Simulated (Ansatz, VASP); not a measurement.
# One calculation of SiC, two programs

Contents of POSCAR:

```
SiC
1.0
    0.0000000000      2.1740000000      2.1740000000
    2.1740000000      0.0000000000      2.1740000000
    2.1740000000      2.1740000000      0.0000000000
Si C
1 1
Direct
   -0.1219710409      0.0000000000      0.0000000000
    0.7500000000      0.7500000000      0.7500000000
```

INCAR.step1

```
SYSTEM = SiC
PREC = Accurate
ENCUT = 520
ISMEAR = 0
SIGMA = 0.05
LREAL = .False.
LASPH = .True.
NELM = 60
NBANDS = 11
GGA = PE
ALGO = Normal
EDIFF = 1E-4
LWAVE = .True.
LCHARG = .False.
```

INCAR.step2

```
SYSTEM = SiC
PREC = Accurate
ENCUT = 520
EDIFF = 1E-7
ISMEAR = 0
SIGMA = 0.05
LREAL = .False.
LASPH = .True.
NELM = 60
ALGO = Normal
ISIF = 2
LWAVE = .False.
LCHARG = .False.
METAGGA = R2SCAN
LMIXTAU = .True.
NBANDS = 11
ISTART = 1
```

File KPOINTS:

```
regular mesh
0
Gamma
  12 12 12
  0 0 0
```

Input for Ansatz:

```yaml
crystal:
  lattice:
    - [0.0, 2.174, 2.174]
    - [2.174, 0.0, 2.174]
    - [2.174, 2.174, 0.0]
  atoms:
    - { symbol: Si, position: [-0.1219710409, 0.0, 0.0] }
    - { symbol: C, position: [0.75, 0.75, 0.75] }
basis:
  ecutwfc: 500
kpoints:
  mp_grid: { grid: [12, 12, 12] }
hamiltonian:
  xc: r2scan
scf:
  occupations: { method: gaussian, width: 0.05 }
output:
  forces: true
  stress: true
  eigenvalues: true
```

Change from the starting cell: all Si atoms moved +0.375 Å, as atom 1 towards its neighbour atom 1 (Si) at 3.075 Å.

Alike in both runs: task single point; functional r2SCAN; k mesh 12 × 12 × 12; occupations gaussian, width 0.05 eV; no spin polarisation.

|  | VASP | Ansatz |
| --- | --- | --- |
| version | VASP 6.6.1 | Ansatz 0.2.0 |
| potentials or method | VASP PAW PBE potentials, release 64 (Si, C), cutoff 520 eV | scalar-relativistic, plane waves, PAW |
| valence electrons in the cell | 8 | 8 |

```csv
,VASP,Ansatz,Ansatz less VASP
gap on the k mesh at the Fermi level (eV),0.03,0.03,-0.003
least direct gap on the mesh (eV),3.96,3.95,-0.012
pressure (GPa),19.8,20.3,+0.47
"traceless stress, the component that is largest in VASP (GPa)",22.43,22.73,+0.296
rms of the force components (eV/Å),5.638,5.666,+0.0282
```

VASP's potentials were made for PBE, not for r2SCAN. Atom by atom the forces differ by 0.029 eV/Å (rms over components).
